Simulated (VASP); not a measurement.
Crystal: SrO.

```xyz
2
Lattice="0.0000 2.5698 2.5698 2.5698 0.0000 2.5698 2.5698 2.5698 0.0000" Properties=species:S:1:pos:R:3 pbc="T T T"
Sr    0.0000    0.0000    0.0000
O     2.5698    2.5698    2.5698
```

Program: VASP 6.6.1. Alike in all runs: no spin polarisation; cell as given; k mesh 8 × 8 × 8; cutoff (eV) 520.

Problem. Order these runs on this cell by their pressure, lowest first.
A. level PBE; potentials or basis VASP PAW PBE potentials, release 64 (Sr_sv, O); smearing fermi-dirac 0.02 eV
B. level RPBE; potentials or basis VASP PAW PBE potentials, release 64 (Sr_sv, O); smearing tetrahedron
C. level LDA; potentials or basis VASP PAW LDA potentials, release 64 (Sr_sv, O); smearing fermi-dirac 0.02 eV

Solution. C (-3.5 GPa), A (3.5 GPa), B (6.6 GPa).

Caveats: the PAW data sets were made with another functional, which shifts forces and pressure a little (some runs).
